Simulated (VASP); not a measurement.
Input of a VASP 6.6.1 run:

The input POSCAR:

```
NbP
1.0
   -1.6667528140      1.6667528140      5.7142716039
    1.6667528140     -1.6667528140      5.7142716039
    1.6667528140      1.6667528140     -5.7142716039
Nb P
2 2
Direct
    0.7498740565      0.7498740565      0.0000000000
    0.4998740565      0.9998740565      0.5000000000
    0.3327545185      0.3327545185      0.0000000000
    0.0827545185      0.5827545185      0.5000000000
```

File INCAR.step1:

```
SYSTEM = NbP
PREC = Accurate
ENCUT = 520
ISMEAR = -1
SIGMA = 0.03
LREAL = .FALSE.
LASPH = .TRUE.
NELM = 80
NBANDS = 26
GGA = PE
ALGO = Normal
EDIFF = 1E-4
LWAVE = .TRUE.
LCHARG = .FALSE.
```

Contents of INCAR.step2:

```
SYSTEM = NbP
PREC = Accurate
ENCUT = 520
EDIFF = 1E-7
ISMEAR = -1
SIGMA = 0.03
LREAL = .FALSE.
LASPH = .TRUE.
NELM = 80
ALGO = Normal
ISIF = 2
LWAVE = .FALSE.
LCHARG = .FALSE.
METAGGA = R2SCAN
LMIXTAU = .TRUE.
LUSE_VDW = .TRUE.
IVDW_NL = 2
BPARAM = 11.95
CPARAM = 0.0093
NBANDS = 26
ISTART = 1
```

KPOINTS

```
Automatic mesh
0
G
  10 10 10
  0 0 0
```

Potentials or basis: VASP PAW PBE potentials, release 64 (Nb_sv, P).

Command:

```sh
$ cat potpaw_PBE.64/Nb_sv/POTCAR potpaw_PBE.64/P/POTCAR > POTCAR
$ cp INCAR.step1 INCAR
$ mpirun -np 1 vasp_std > vasp.out
$ cp INCAR.step2 INCAR
$ mpirun -np 1 vasp_std > vasp.out
```

**Question.** Estimate the band gap on the k mesh.

**Answer.** Zero (bands 18 and 19 overlap by 0.13 eV).

**Question.** Predict the pressure.

**Answer.** -0.2 GPa.

Caveat: the PAW data sets were made with another functional, which shifts forces and pressure a little.
